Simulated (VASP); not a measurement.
Crystal: TaAl4.

```
Ta Al
1.0
     5.57238    0.00000    0.00000
     0.00000    5.57238    0.00000
     0.00000    0.00000    5.03668
Ta Al
2 8
Direct
  0.50000 0.50000 0.00000
  0.00000 0.00000 0.00000
  0.67385 0.82615 0.25178
  0.82615 0.32615 0.25178
  0.17385 0.32615 0.74822
  0.82615 0.67385 0.74822
  0.67385 0.17385 0.74822
  0.32615 0.82615 0.74822
  0.32615 0.17385 0.25178
  0.17385 0.67385 0.25178
```

The cell was generated, and may not be a known phase.

```yaml
Program: VASP 6.6.1
Task: relaxation of cell and atoms
Functional: PBE
Potentials_or_basis: VASP PAW PBE potentials, release 64 (Ta_pv, Al)
Cutoff: 600 eV
k_mesh: 4 × 4 × 4
Occupations: gaussian, width 0.1 eV
Spin: no spin polarisation
```

At the start: pressure 32.7 GPa; volume 15.64 Å³/atom.

Q: Where does the relaxation end?

A: Over 15 steps the energy falls by 681.4 meV/atom and the volume is 18.47 Å³/atom (+18.1 %); space group P4/nbm (No. 125, to 0.1 Å) before and after.

The path:
| step | energy change (eV) | largest force (eV/Å) | pressure (GPa) | volume (Å³) |
| --- | --- | --- | --- | --- |
| 1 | 0.0000 | 2.8896 | 32.74 | 156.40 |
| 2 | -2.5441 | 0.3824 | -11.13 | 240.45 |
| 3 | -4.5332 | 0.5698 | -1.14 | 199.71 |
| 4 | -4.9397 | 0.5783 | -1.17 | 197.37 |
| 5 | -6.0120 | 0.5427 | -0.72 | 189.43 |
| 6 | -5.6079 | 1.0398 | 6.37 | 170.07 |
| 7 | -6.5173 | 0.6243 | 0.42 | 182.51 |
| 8 | -6.5260 | 0.6684 | 0.93 | 181.00 |
| 9 | -6.6851 | 0.3880 | -0.87 | 183.87 |
| 10 | -6.6858 | 0.3984 | -0.76 | 183.66 |
| 11 | -6.7683 | 0.1289 | 2.21 | 179.80 |
| 12 | -6.7734 | 0.1628 | 1.59 | 180.54 |
| 13 | -6.8005 | 0.0677 | -1.16 | 187.37 |
| 14 | -6.8080 | 0.0940 | -0.33 | 185.12 |
| 15 | -6.8138 | 0.0201 | 0.14 | 184.66 |

Final structure:
```xyz
10
Lattice="5.3767 0.0000 0.0000 0.0000 5.3767 0.0000 0.0000 0.0000 6.3878" Properties=species:S:1:pos:R:3 pbc="T T T"
Ta    2.6883    2.6883    0.0000
Ta    0.0000    5.3767    0.0000
Al    3.7027    4.3623    1.9146
Al    4.3623    1.6739    1.9146
Al    1.0144    1.6739    4.4732
Al    4.3623    3.7027    4.4732
Al    3.7027    1.0144    4.4732
Al    1.6739    4.3623    4.4732
Al    1.6739    1.0144    1.9146
Al    1.0144    3.7027    1.9146
```

Caveat: the volume moved by over 15 % at a fixed basis, so the end points are rough.
